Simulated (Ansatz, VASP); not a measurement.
## Two plane-wave programs on In

```
In
1.0
     3.33548    0.00000    0.00000
    -1.66774    2.88861    0.00000
     0.00000    0.00000    5.50914
In
2
Direct
  0.66667 0.33333 0.75000
  0.33333 0.66667 0.25000
```

Alike in both runs: task relaxation of cell and atoms; functional PBE; dispersion D3(BJ); k mesh 9 × 9 × 5; occupations fermi-dirac, width 0.05 eV; no spin polarisation.

|  | VASP | Ansatz |
| --- | --- | --- |
| version | VASP 6.6.1 | Ansatz 0.2.0 |
| potentials or method | VASP PAW PBE potentials, release 64 (In_d) | Ansatz PAW |
| plane-wave cutoff (eV) | 600 | 420 |
| valence electrons in the cell | 26 | 26 |

VASP gave:

```
gap on the k mesh at the Fermi level, each at its own relaxed structure (eV) : none
relaxed volume (Å³/atom)                                                     : 26.09
relaxed cell length with the largest relative difference (Å)                 : 3.329
```

Problem. Estimate Ansatz's values.

Solution. gap on the k mesh at the Fermi level, each at its own relaxed structure (eV): none; relaxed volume (Å³/atom): 26.10; relaxed cell length with the largest relative difference (Å): 3.329.

A gap of «none» marks a metal or a gap that the smearing closes.

Noted on Ansatz's run: the plane-wave basis is chosen anew once the cell has moved, so the energies of steps on either side of that aren't comparable.
